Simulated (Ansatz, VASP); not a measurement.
This is a calculation of Zn for Ansatz 0.2.0.

File input.yaml:

```yaml
crystal:
  lattice:
    - [2.7176518, 0.0, 0.0]
    - [-0.9058839331, 2.562226689, 0.0]
    - [-0.9058839331, -1.2811133441, 2.2189534032]
  atoms:
    - { symbol: Zn, position: [0.0, 0.0, 0.0] }
kpoints:
  mp_grid: { grid: [12, 12, 12] }
scf:
  occupations: { method: gaussian, width: 0.02 }
hamiltonian:
  xc: lda
  pseudopotentials: { kind: all_electron, lapw: { basis_error: 0.001 } }
output:
  forces: true
  stress: true
  eigenvalues: true
```

Potentials or basis: all-electron LAPW, scalar-relativistic.

Launch:

```sh
$ ansatz run input.yaml --threads 1 --pin off --max-ram 3072MiB --backend cpu --events-out ev --progress --plain --runs-dir out
```

Q: Translate it to VASP 6.6.1. Potentials there: VASP PAW LDA potentials, release 64 (Zn).

A: As run (the cutoff follows the program's own potentials):

Contents of INCAR:

```
SYSTEM = Zn
PREC     = Accurate       ! precision mode
ENCUT    = 520            ! plane-wave cutoff, eV
EDIFF    = 1E-6           ! SCF threshold, eV
ISMEAR   = 0              ! smearing method
SIGMA    = 0.02           ! smearing width, eV
LREAL    = .False.        ! projectors in reciprocal space
LASPH    = .True.         ! aspherical terms in the spheres
NELM     = 60             ! most SCF steps
ALGO     = Normal         ! electronic algorithm
ISIF     = 2              ! what is computed and relaxed
LWAVE    = .False.        ! write WAVECAR
LCHARG   = .False.        ! write CHGCAR
GGA      = CA             ! functional
NBANDS   = 12             ! bands
```

Contents of KPOINTS:

```
regular mesh
0
Gamma
  12 12 12
  0 0 0
```

File POSCAR:

```
Zn
1.0
    2.7176518000      0.0000000000      0.0000000000
   -0.9058839331      2.5622266890      0.0000000000
   -0.9058839331     -1.2811133441      2.2189534032
Zn
1
Direct
    0.0000000000      0.0000000000      0.0000000000
```

Potentials or basis: VASP PAW LDA potentials, release 64 (Zn).

Launch:

```console
$ cat potpaw_LDA.64/Zn/POTCAR > POTCAR
$ mpirun -np 1 vasp_std > vasp.out
```

Both were run:

|  | VASP | Ansatz | Ansatz less VASP |
| --- | --- | --- | --- |
| gap on the k mesh at the Fermi level (eV) | none | none | - |
| pressure (GPa) | -7.9 | -8.3 | -0.44 |

LDA's correlation is that of Perdew and Zunger in VASP and of Perdew and Wang (1992) in Ansatz. A gap of «none» marks a metal or a gap that the smearing closes. Ansatz ran all-electron here, and VASP with PAW potentials.
